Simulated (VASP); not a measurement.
# AlO (P4/nmm) in VASP: further runs

The runs below take AlO through single point, relaxation of cell and atoms, with PBE.

Program: VASP 6.6.1. These are calculated values, not measurements. Logs are shortened: lines on timing, memory, paths and dates and some standing lists are left out, and cuts for length are marked.

### 1 The cell of the first run

Symmetry: P4/nmm, No. 129, tetragonal system. The conventional cell has a = 3.339 Å, b = 3.339 Å, c = 4.220 Å, α = 90.00°, β = 90.00°, γ = 90.00°. Al (site symmetry 4mm) has 4 O at 1.94 Å within 2.6 Å. O (site symmetry -4m2) has 4 Al at 1.94 Å and 4 O at 2.36 Å within 2.6 Å.

### 2 Single point, PBE

Contents of INCAR:

```
  PREC = Accurate
  ENCUT = 520
  EDIFF = 1E-6
  ISMEAR = 0
  SIGMA = 0.1
  LREAL = False
  LASPH = True
  NELM = 100
  ALGO = Normal
  ISIF = 2
  LWAVE = False
  LCHARG = False
  GGA = PE
  NBANDS = 17
```

Contents of KPOINTS:

```
Automatic mesh
0
Gamma
  6 6 4
```

Contents of POSCAR:

```
AlO
1.0
    3.3393434830      0.0000000000      0.0000000000
    0.0000000000      3.3393434830      0.0000000000
    0.0000000000      0.0000000000      4.2195508684
Al O
2 2
Direct
    0.0000000000      0.5000000000      0.2351000000
    0.5000000000      0.0000000000      0.7649000000
    0.0000000000      0.0000000000      0.0000000000
    0.5000000000      0.5000000000      0.0000000000
```

Potentials or basis: VASP PAW PBE potentials, release 64 (Al, O).

Run with:

```sh
cat potpaw_PBE.64/Al/POTCAR potpaw_PBE.64/O/POTCAR > POTCAR
mpirun -np 1 vasp_std > vasp.out
```

OUTCAR:

```text
PREC = Accurate
   ENCUT = 520
   EDIFF = 1E-6
   ISMEAR = 0
   LREAL = False
   LASPH = True
   NELM = 100
   ISIF = 2
   GGA = PE

 ion  position               nearest neighbor table
   1  0.000  0.500  0.235-   3 1.94   4 1.94   3 1.94   4 1.94   2 3.08   2 3.08   2 3.08   2 3.08
                             2 3.25   2 3.25   2 3.25   2 3.25
   2  0.500  0.000  0.765-   3 1.94   4 1.94   4 1.94   3 1.94   1 3.08   1 3.08   1 3.08   1 3.08
                             1 3.25   1 3.25   1 3.25   1 3.25
   3  0.000  0.000  0.000-   1 1.94   2 1.94   1 1.94   2 1.94
   4  0.500  0.500  0.000-   1 1.94   2 1.94   2 1.94   1 1.94

  LATTYP: Found a simple tetragonal cell.
 ALAT       =     3.3393434830
 C/A-ratio  =     1.2635869565

  Lattice vectors:

 A1 = (   3.3393434830,   0.0000000000,   0.0000000000)
 A2 = (   0.0000000000,   3.3393434830,   0.0000000000)
 A3 = (   0.0000000000,   0.0000000000,   4.2195508684)

Analysis of symmetry for initial positions (statically):
=====================================================================
 Subroutine PRICEL returns:
 Original cell was already a primitive cell.

 Routine SETGRP: Setting up the symmetry group for a
 simple tetragonal supercell.

 Subroutine GETGRP returns: Found 16 space group operations
 (whereof  8 operations were pure point group operations)
 out of a pool of 16 trial point group operations.

The static configuration has the point symmetry D_2d.
 The point group associated with its full space group is D_4h.

Analysis of symmetry for dynamics (positions and initial velocities):
=====================================================================
 Subroutine PRICEL returns:
 Original cell was already a primitive cell.

 Routine SETGRP: Setting up the symmetry group for a
 simple tetragonal supercell.

 Subroutine GETGRP returns: Found 16 space group operations
 (whereof  8 operations were pure point group operations)
 out of a pool of 16 trial point group operations.

The dynamic configuration has the point symmetry D_2d.
 The point group associated with its full space group is D_4h.

 Subroutine INISYM returns: Found 16 space group operations
 (whereof  8 operations are pure point group operations),
 and found     1 'primitive' translations

----------------------------------------------------------------------------------------

                                     Primitive cell

  volume of cell :      47.0531

  direct lattice vectors                    reciprocal lattice vectors
     3.339343483  0.000000000  0.000000000     0.299460060  0.000000000  0.000000000
     0.000000000  3.339343483  0.000000000     0.000000000  0.299460060  0.000000000
     0.000000000  0.000000000  4.219550868     0.000000000  0.000000000  0.236992048

  length of vectors
     3.339343483  3.339343483  4.219550868     0.299460060  0.299460060  0.236992048

  position of ions in fractional coordinates (direct lattice)
     0.000000000  0.500000000  0.235100000
     0.500000000  0.000000000  0.764900000
     0.000000000  0.000000000  0.000000000
     0.500000000  0.500000000  0.000000000

  ion indices of the primitive-cell ions
   primitive index   ion index
                 1           1
                 2           2
                 3           3
                 4           4

----------------------------------------------------------------------------------------

 KPOINTS: Automatic mesh

Automatic generation of k-mesh.
 Grid dimensions read from file:
 generate k-points for:    6    6    4

 Generating k-lattice:

  Cartesian coordinates                     Fractional coordinates (reciprocal lattice)
     0.049910010  0.000000000  0.000000000     0.166666667  0.000000000  0.000000000
     0.000000000  0.049910010  0.000000000     0.000000000  0.166666667  0.000000000
     0.000000000  0.000000000  0.059248012     0.000000000  0.000000000  0.250000000

  Length of vectors
     0.049910010  0.049910010  0.059248012

  Shift w.r.t. Gamma in fractional coordinates (k-lattice)
     0.000000000  0.000000000  0.000000000

 Subroutine IBZKPT returns following result:
 ===========================================

 Found     30 irreducible k-points:

 Following reciprocal coordinates:
            Coordinates               Weight
  0.000000  0.000000  0.000000      1.000000
  0.166667  0.000000  0.000000      4.000000
  0.333333  0.000000  0.000000      4.000000
  0.500000  0.000000  0.000000      2.000000
  0.166667  0.166667  0.000000      4.000000
  0.333333  0.166667  0.000000      8.000000
[... 16 lines left out ...]
  0.333333  0.000000  0.500000      4.000000
  0.500000  0.000000  0.500000      2.000000
 [... further k-points ...]
   k-points           NKPTS =     30   k-points in BZ     NKDIM =     30   number of bands    NBANDS=     17
   number of dos      NEDOS =    301   number of ions     NIONS =      4
   total plane-waves  NPLWV =  25088
   dimension x,y,z NGX =    28 NGY =   28 NGZ =   32
   dimension x,y,z NGXF=    56 NGYF=   56 NGZF=   64
   ions per type =               2   2
   NGX,Y,Z   is equivalent  to a cutoff of  13.94, 13.94, 12.61 a.u.
   NGXF,Y,Z  is equivalent  to a cutoff of  27.88, 27.88, 25.22 a.u.
 SYSTEM =  unknown system
   PREC   = accura    normal or accurate (medium, high low for compatibility)
   ISTART =      0    job   : 0-new  1-cont  2-samecut
   ICHARG =      2    charge: 1-file 2-atom 10-const
   ISPIN  =      1    spin polarized calculation?
   LNONCOLLINEAR =      F non collinear calculations
   LSORBIT =      F    spin-orbit coupling
   LASPH  =      T    aspherical Exc in radial PAW
   ENCUT  =  520.0 eV  38.22 Ry    6.18 a.u.   6.21  6.21  7.85*2*pi/ulx,y,z
   NELM   =    100;   NELMIN=  2; NELMDL= -5     # of ELM steps
   EDIFF  = 0.1E-05   stopping-criterion for ELM
   LREAL  =      F    real-space projection
   EDIFFG = 0.1E-04   stopping-criterion for IOM
   NSW    =      0    number of steps for IOM
   IBRION =     -1    ionic relax: 0-MD 1-quasi-New 2-CG
   NFREE  =      0    steps in history (QN), initial steepest desc. (CG)
   ISIF   =      2    stress and relaxation
   ISYM   =      2    0-nonsym 1-usesym 2-fastsym
   POTIM  = 0.5000    time-step for ionic-motion
   TEBEG  =    0.0;   TEEND  =   0.0 temperature during run
   PSTRESS=    0.0 pullay stress
   NELECT =      18.0000    total number of electrons
   NUPDOWN=      -1.0000    fix difference up-down
   EMIN   =  10.00;   EMAX   =-10.00  energy-range for DOS
   EFERMI =   0.00;   METHOD = LEGACY
   ISMEAR =     0;   SIGMA  =   0.10  broadening in eV -4-tet -1-fermi 0-gaus
   EFERMI_NEDOS =   21; number of points for ismear=-14 and -15
   IALGO  =     38    algorithm
   IMIX   =      4    mixing-type and parameters
     AMIX     =   0.40;   BMIX     =  1.00
     AMIX_MAG =   1.60;   BMIX_MAG =  1.00
  volume/ion in A,a.u.               =      11.76        79.38
  Fermi-wavevector in a.u.,A,eV,Ry     =   1.188419  2.245786 19.216043  1.412339
  Thomas-Fermi vector in A             =   2.324549
   LORBIT       =      0    0 simple, 1 ext, 2 COOP (PROOUT), +10 PAW based schemes
   GGA     = PE    functional components
   LHFCALC =     F    Hartree Fock is set to
   AEXX    =    0.0000 exact exchange contribution
   IVDW    =     0    specifies the selected vdW correction
   LEPSILON=     F    determine dielectric tensor
   LRPA    =     F    only Hartree local field effects (RPA)
 non-spin polarized calculation
 Gauss-broadening in eV      SIGMA  =   0.10
  energy-cutoff  :      520.00
  volume of cell :       47.05
 maximum number of plane-waves:      1288
 NGX is ok and might be reduce to    28
   NGX = 13   NGY = 13   NGZ = 15

 number of electron      18.0000009 magnetization

 Free energy of the ion-electron system (eV)
  ---------------------------------------------------
  ext. energy  EPLUGINS =         0.00000000
  ---------------------------------------------------
  free energy    TOTEN  =       -24.59328372 eV

  energy without entropy =      -24.59013866  energy(sigma->0) =      -24.59171119

 E-fermi :   6.4559     XC(G=0): -10.4320

 val. band max:        6.4336598281   @ k =   0.3333   0.3333   0.5000
 cond. band min:       6.6145388921   @ k =   0.5000   0.3333   0.5000
 fundamental gap:      0.1808790640
 Fermi energy:         6.4558802931

 k-point     1 :       0.0000    0.0000    0.0000
  band No.  band energies     occupation
      1     -14.1215      2.00000
      2     -10.6320      2.00000
      3      -0.1771      2.00000
      4       0.1455      2.00000
      5       0.1455      2.00000
      6       1.5163      2.00000
[... 9 lines left out ...]
     16      16.6573      0.00000
     17      16.6573      0.00000

 k-point     2 :       0.1667    0.0000    0.0000
  band No.  band energies     occupation
      1     -13.9202      2.00000
      2     -10.9016      2.00000
      3      -0.0233      2.00000
      4       0.2984      2.00000
      5       0.3826      2.00000
      6       1.7462      2.00000
[... 9 lines left out ...]
     16      16.7077      0.00000
     17      16.8737      0.00000

 k-point     3 :       0.3333    0.0000    0.0000
  band No.  band energies     occupation
      1     -13.3494      2.00000
      2     -11.6115      2.00000
      3       0.4207      2.00000
      4       0.8458      2.00000
      5       1.0703      2.00000
      6       1.9473      2.00000
[... 9 lines left out ...]
     16      17.3915      0.00000
     17      17.8881      0.00000

 k-point     4 :       0.5000    0.0000    0.0000
  band No.  band energies     occupation
      1     -12.5157      2.00000
      2     -12.5157      2.00000
      3       1.1926      2.00000
      4       1.1926      2.00000
      5       1.6852      2.00000
      6       1.6852      2.00000
[... 9 lines left out ...]
     16      16.9180      0.00000
     17      18.9825      0.00000

 k-point     5 :       0.1667    0.1667    0.0000
  band No.  band energies     occupation
      1     -13.7302      2.00000
      2     -11.1010      2.00000
      3      -0.5120      2.00000
      4       0.2973      2.00000
      5       1.3797      2.00000
      6       1.7557      2.00000
[... 9 lines left out ...]
     16      17.4069      0.00000
     17      18.0679      0.00000

 k-point     6 :       0.3333    0.1667    0.0000
  band No.  band energies     occupation
      1     -13.1977      2.00000
      2     -11.6640      2.00000
      3      -0.6791      2.00000
      4       0.8670      2.00000
      5       0.9384      2.00000
      6       2.4095      2.00000
[... 9 lines left out ...]
     16      17.7344      0.00000
     17      18.1573      0.00000

 k-point     7 :       0.5000    0.1667    0.0000
  band No.  band energies     occupation
      1     -12.4412      2.00000
      2     -12.4412      2.00000
      3      -0.1346      2.00000
      4      -0.1346      2.00000
      5       1.6530      2.00000
      6       1.6530      2.00000
[... 9 lines left out ...]
     16      18.1951      0.00000
     17      19.1769      0.00000

 k-point     8 :       0.3333    0.3333    0.0000
  band No.  band energies     occupation
      1     -12.7929      2.00000
      2     -11.8727      2.00000
      3      -1.4977      2.00000
      4      -0.5114      2.00000
      5       1.3044      2.00000
      6       2.2326      2.00000
[... 9 lines left out ...]
     16      18.5394      0.00000
     17      18.7397      0.00000
[... 203 lines left out ...]
      1     -12.2698      2.00000
      2     -12.2698      2.00000
      3      -1.3458      2.00000
      4      -1.3458      2.00000
      5       1.3459      2.00000
      6       1.3459      2.00000
[... 9 lines left out ...]
     16      17.6880      0.00000
     17      20.2230      0.00000

 k-point    20 :       0.5000    0.5000    0.2500
  band No.  band energies     occupation
      1     -12.1889      2.00000
      2     -12.1889      2.00000
      3      -1.8299      2.00000
      4      -1.8299      2.00000
      5       1.5406      2.00000
      6       1.5406      2.00000
[... 9 lines left out ...]
     16      17.2109      0.00000
     17      21.1126      0.00000

 k-point    21 :       0.0000    0.0000    0.5000
  band No.  band energies     occupation
      1     -14.0560      2.00000
      2     -10.6171      2.00000
      3      -2.1901      2.00000
      4       0.2071      2.00000
      5       0.2071      2.00000
      6       3.0488      2.00000
[... 9 lines left out ...]
     16      17.4401      0.00000
     17      20.0503      0.00000

 k-point    22 :       0.1667    0.0000    0.5000
  band No.  band energies     occupation
      1     -13.8584      2.00000
      2     -10.8836      2.00000
      3      -1.8947      2.00000
      4       0.3232      2.00000
      5       0.4425      2.00000
      6       2.7096      2.00000
[... 9 lines left out ...]
     16      18.4309      0.00000
     17      18.6616      0.00000

 k-point    23 :       0.3333    0.0000    0.5000
  band No.  band energies     occupation
      1     -13.2971      2.00000
      2     -11.5849      2.00000
      3      -1.0387      2.00000
      4       0.7773      2.00000
      5       1.1244      2.00000
      6       1.6768      2.00000
[... 9 lines left out ...]
     16      17.1848      0.00000
     17      19.1209      0.00000

 k-point    24 :       0.5000    0.0000    0.5000
  band No.  band energies     occupation
      1     -12.4764      2.00000
      2     -12.4764      2.00000
      3       0.2545      2.00000
      4       0.2545      2.00000
      5       1.6759      2.00000
      6       1.6759      2.00000
[... 9 lines left out ...]
     16      17.7905      0.00000
     17      19.1803      0.00000

 [... further k-points ...]
[... 5 lines left out ...]
  --------------------------------------------------------------------------------------
  -------------------------------------------------------------------------------------
  Total        2.1915078      2.1915078     -2.2287724      0.0000000     -0.0000000      0.0000000
  in kB       74.6217086     74.6217086    -75.8905819      0.0000000     -0.0000000      0.0000000
  external PRESSURE =      24.4509451 kB  Pullay stress =       0.0000000 kB

 VOLUME and BASIS-vectors are now :
 -----------------------------------------------------------------------------
  energy-cutoff  :      520.00
  volume of cell :       47.05
      direct lattice vectors                 reciprocal lattice vectors
     3.339343483  0.000000000  0.000000000     0.299460060  0.000000000  0.000000000
     0.000000000  3.339343483  0.000000000     0.000000000  0.299460060  0.000000000
     0.000000000  0.000000000  4.219550868     0.000000000  0.000000000  0.236992048

 POSITION                                       TOTAL-FORCE (eV/Angst)
 -----------------------------------------------------------------------------------
      0.00000      1.66967      0.99202         0.000000     -0.000000     -2.823542
      1.66967      0.00000      3.22753        -0.000000      0.000000      2.823542
      0.00000      0.00000      0.00000        -0.000000      0.000000      0.000000
      1.66967      1.66967      0.00000        -0.000000     -0.000000      0.000000
 -----------------------------------------------------------------------------------
    total drift:                                0.000000      0.000000     -0.000000

  FREE ENERGIE OF THE ION-ELECTRON SYSTEM (eV)
  ---------------------------------------------------
  free  energy   TOTEN  =       -24.5932837222 eV

  energy  without entropy=      -24.5901386601  energy(sigma->0) =      -24.59171119
```

Wall time 12 s (1 thread of AMD EPYC 9R45 (Zen 5), shared host); peak memory 0.13 GiB.

What came out:

```yaml
Free_energy: -24.5933 eV
Pressure: 2.4 GPa
Largest_force: 2.824 eV/Å
Band_gap_on_the_k_mesh: zero (band 9 reaches 7.90 eV, above the bottom of band 10 at 5.13 eV)
```

Forces in eV/Å, atoms in the order of the input:
```
Al   0.000  0.000 -2.824
Al   0.000  0.000  2.824
O    0.000  0.000  0.000
O    0.000  0.000  0.000
```

Stress tensor (GPa, compression positive):
```
 7.46  0.00  0.00
 0.00  7.46  0.00
 0.00  0.00 -7.59
```

Caveat: the k points lie up to 0.37 Å⁻¹ apart; forces of over 1 eV/Å act on the atoms, so gaps and moduli don't describe the material at rest.

(Continued in part 2 of 3.)
